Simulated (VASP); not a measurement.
# MgS (F-43m) in VASP: further runs, part 2 of 2

VASP 6.6.1.

## Step 4: Single point, PBEsol

Input file INCAR:

```
PREC = Accurate
ENCUT = 600
EDIFF = 1E-6
ISMEAR = 1
SIGMA = 0.001
LREAL = F
LASPH = T
NELM = 120
ALGO = Normal
ISIF = 2
LWAVE = F
LCHARG = F
GGA = PS
NBANDS = 11
GGA_COMPAT = F
```

Input file KPOINTS:

```
Automatic mesh
0
Gamma
  6 6 6
```

Input file POSCAR:

```
MgS
1.0
    0.0000000000      2.8308768389      2.8308768389
    2.8308768389      0.0000000000      2.8308768389
    2.8308768389      2.8308768389      0.0000000000
Mg S
1 1
Direct
    0.0000000000      0.0000000000      0.0000000000
    0.2500000000      0.2500000000      0.2500000000
```

Potentials or basis: VASP PAW PBE potentials, release 64 (Mg, S).

Launch:

```
$ cat potpaw_PBE.64/Mg/POTCAR potpaw_PBE.64/S/POTCAR > POTCAR
$ mpirun -np 1 vasp_std > vasp.out
```

OUTCAR:

```text
PREC = Accurate
   ENCUT = 600
   EDIFF = 1E-6
   ISMEAR = 1
   LREAL = F
   LASPH = T
   NELM = 120
   ISIF = 2
   GGA = PS

 ion  position               nearest neighbor table
   1  0.000  0.000  0.000-   2 2.45   2 2.45   2 2.45   2 2.45
   2  0.250  0.250  0.250-   1 2.45   1 2.45   1 2.45   1 2.45

  LATTYP: Found a face centered cubic cell.
 ALAT       =     5.6617536778

  Lattice vectors:

 A1 = (   0.0000000000,   2.8308768389,   2.8308768389)
 A2 = (   2.8308768389,   0.0000000000,   2.8308768389)
 A3 = (   2.8308768389,   2.8308768389,   0.0000000000)

Analysis of symmetry for initial positions (statically):
=====================================================================
 Subroutine PRICEL returns:
 Original cell was already a primitive cell.

 Routine SETGRP: Setting up the symmetry group for a
 face centered cubic supercell.

 Subroutine GETGRP returns: Found 24 space group operations
 (whereof 24 operations were pure point group operations)
 out of a pool of 48 trial point group operations.

The static configuration has the point symmetry T_d .

Analysis of symmetry for dynamics (positions and initial velocities):
[... 161 lines left out ...]
      3       1.0021      2.00000
      4       1.0021      2.00000
      5       4.2983      0.00000
      6       8.8745      0.00000
      7       8.8745      0.00000
      8       8.8745      0.00000
      9      11.7854      0.00000
     10      11.7855      0.00000
     11      14.5493      0.00000
[... 197 lines left out ...]
 k-point    16 :      -0.3333    0.5000    0.1667
  band No.  band energies     occupation
      1      -9.3430      2.00000
      2      -1.5380      2.00000
      3      -0.5838      2.00000
      4      -0.2859      2.00000
      5       5.8267      0.00000
      6       7.7587      0.00000
      7      10.2778      0.00000
      8      10.3132      0.00000
      9      13.4087      0.00000
     10      14.7402      0.00000
     11      14.8594      0.00000

------------------------ aborting loop because EDIFF is reached ----------------------------------------

  FORCE on cell =-STRESS in cart. coord.  units (eV):
  Direction    XX          YY          ZZ          XY          YZ          ZX
  --------------------------------------------------------------------------------------
  -------------------------------------------------------------------------------------
  Total       -0.1051885     -0.1051885     -0.1051885      0.0000000     -0.0000000      0.0000000
  in kB       -3.7143761     -3.7143761     -3.7143761      0.0000000     -0.0000000      0.0000000
  external PRESSURE =      -3.7143761 kB  Pullay stress =       0.0000000 kB

 VOLUME and BASIS-vectors are now :
 -----------------------------------------------------------------------------
  energy-cutoff  :      600.00
  volume of cell :       45.37
      direct lattice vectors                 reciprocal lattice vectors
     0.000000000  2.830876839  2.830876839    -0.176623721  0.176623721  0.176623721
     2.830876839  0.000000000  2.830876839     0.176623721 -0.176623721  0.176623721
     2.830876839  2.830876839  0.000000000     0.176623721  0.176623721 -0.176623721

 POSITION                                       TOTAL-FORCE (eV/Angst)
 -----------------------------------------------------------------------------------
      0.00000      0.00000      0.00000         0.000000      0.000000      0.000000
      1.41544      1.41544      1.41544        -0.000000     -0.000000     -0.000000
 -----------------------------------------------------------------------------------
    total drift:                               -0.000000     -0.000000     -0.000000

  FREE ENERGIE OF THE ION-ELECTRON SYSTEM (eV)
  ---------------------------------------------------
  free  energy   TOTEN  =        -8.9171624856 eV

  energy  without entropy=       -8.9171624856  energy(sigma->0) =       -8.91716249
```

OSZICAR:

```text
N       E                     dE             d eps       ncg     rms          rms(c)
DAV:   1     0.282127699603E+02    0.28213E+02   -0.36001E+03   360   0.639E+02
DAV:   2    -0.717995517039E+01   -0.35393E+02   -0.32993E+02   448   0.108E+02
DAV:   3    -0.938232130724E+01   -0.22024E+01   -0.21991E+01   435   0.286E+01
DAV:   4    -0.940144305017E+01   -0.19122E-01   -0.19119E-01   417   0.320E+00
DAV:   5    -0.940167854677E+01   -0.23550E-03   -0.23549E-03   462   0.345E-01    0.373E+00
DAV:   6    -0.895517961060E+01    0.44650E+00   -0.11038E+00   373   0.384E+00    0.271E+00
DAV:   7    -0.891591820505E+01    0.39261E-01   -0.23056E-01   418   0.191E+00    0.204E+00
DAV:   8    -0.891776284208E+01   -0.18446E-02   -0.14739E-02   391   0.734E-01    0.103E+00
DAV:   9    -0.891707304585E+01    0.68980E-03   -0.17627E-03   409   0.208E-01    0.357E-01
DAV:  10    -0.891715048895E+01   -0.77443E-04   -0.23441E-04   409   0.741E-02    0.313E-02
DAV:  11    -0.891716308749E+01   -0.12599E-04   -0.12313E-05   409   0.184E-02    0.508E-02
DAV:  12    -0.891716248562E+01    0.60187E-06   -0.13909E-06   430   0.516E-03
   1 F= -.89171625E+01 E0= -.89171625E+01  d E =0.000000E+00
```

stdout:

```text
POSCAR found type information on POSCAR MgS
 POSCAR found :  2 types and       2 ions
 scaLAPACK will be used
 -----------------------------------------------------------------------------
|                                                                             |
|                                                                             |
|     You enforced a specific xc type in the INCAR file but a different       |
|     I HOPE YOU KNOW WHAT YOU ARE DOING!                                     |
|                                                                             |
 -----------------------------------------------------------------------------

 LDA part: xc-table for (Slater+PW92), standard interpolation
 POSCAR, INCAR and KPOINTS ok, starting setup
 FFT: planning ... GRIDC
 FFT: planning ... GRID_SOFT
 FFT: planning ... GRID
 WAVECAR not read
 entering main loop
```

Run time: 6.1 s. Hardware: 1 thread of AMD EPYC 9R45 (Zen 5), shared host; peak memory 0.14 GiB.

What came out:

* Free energy: -8.9172 eV
* Pressure: -0.4 GPa
* Band gap on the k mesh: 3.30 eV

Caveat: the PAW data sets were made with another functional, which shifts forces and pressure a little. A k mesh can miss the band edges.

## Step 5: The runs side by side

```tsv
k mesh	smearing	gap on the mesh (eV)	pressure (GPa)
3 × 3 × 3	gaussian 0.01 eV	3.27	0.1
6 × 6 × 6	gaussian 0.01 eV	3.30	-0.4
6 × 6 × 6	methfessel-paxton 0.001 eV	3.30	-0.4
```

Alike in all rows: task single point; level PBEsol; potentials or basis VASP PAW PBE potentials, release 64 (Mg, S); no spin polarisation; cell as given; cutoff (eV) 600.

Caveats: some runs use coarse meshes; the PAW data sets were made with another functional, which shifts forces and pressure a little.

Absolute energies hang on the potentials; compare differences alone.
